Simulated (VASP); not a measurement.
**Sn: single point with PBEsol**

The system is Sn.

```
CELL_PARAMETERS angstrom
-1.87873 1.87873 1.87873
1.87873 -1.87873 1.87873
1.87873 1.87873 -1.87873
ATOMIC_POSITIONS crystal
Sn 0.00000 0.00000 0.00000
```

```json
{
  "Program": "VASP 6.6.1",
  "Task": "single point",
  "Functional": "PBEsol",
  "Potentials or basis": "VASP PAW PBE potentials, release 64 (Sn_d)",
  "Cutoff": "520 eV",
  "k mesh": "11 × 11 × 11",
  "Occupations": "fermi-dirac, width 0.1 eV",
  "Spin": "no spin polarisation",
  "Dipole correction": "no",
  "Further INCAR settings": "ALGO = Normal; EDIFF = 1e-07; NBANDS = 13"
}
```

```yaml
Pressure: -0.5 GPa
Band_gap_on_the_k_mesh: zero (band 7 reaches 16.41 eV, above the bottom of band 8 at 5.76 eV)
```

Levels at points of the mesh, in eV from the Fermi level:
```
           k point  band 4  band 5  band 6  band 7  band 8  band 9  band 10  band 11
(0.00, 0.00, 0.00)  -21.30  -21.30  -11.28    8.18    8.18    8.18    12.17    12.17
```

Run time: 16 s on 1 thread of AMD EPYC 7R43 64-Core Processor (Zen 3), on a shared host, peak memory 0.11 GiB.

Caveat: the PAW data sets were made with another functional, which shifts forces and pressure a little; spin-orbit coupling is left out, which moves the levels of the heavy elements.
